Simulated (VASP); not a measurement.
A run of VASP 6.6.1 is set up as follows.

INCAR

```
PREC = Accurate
ENCUT = 520
EDIFF = 1E-6
ISMEAR = 0
SIGMA = 0.01
LREAL = False
LASPH = True
NELM = 80
ALGO = Normal
ISIF = 2
LWAVE = False
LCHARG = False
GGA = PS
NBANDS = 26
```

The input KPOINTS:

```
regular mesh
0
Gamma
  9 9 6
```

File POSCAR:

```
ZnS
1.0
    3.7822376623      0.0000000000      0.0000000000
   -1.8911188312      3.2755138987      0.0000000000
    0.0000000000      0.0000000000      6.2081819577
Zn S
2 2
Direct
    0.3333333333      0.6666666667      0.0004376489
    0.6666666667      0.3333333333      0.5004376489
    0.3333333333      0.6666666667      0.3745623511
    0.6666666667      0.3333333333      0.8745623511
```

Potentials or basis: VASP PAW PBE potentials, release 64 (Zn, S).

Launch:

```sh
$ cat potpaw_PBE.64/Zn/POTCAR potpaw_PBE.64/S/POTCAR > POTCAR
$ mpirun -np 1 vasp_std > vasp.out
```

Q: Estimate the pressure.

A: 0.2 GPa.

Q: What does it give for the band gap on the k mesh?

A: 2.16 eV, direct.

Caveat: the PAW data sets were made with another functional, which shifts forces and pressure a little.
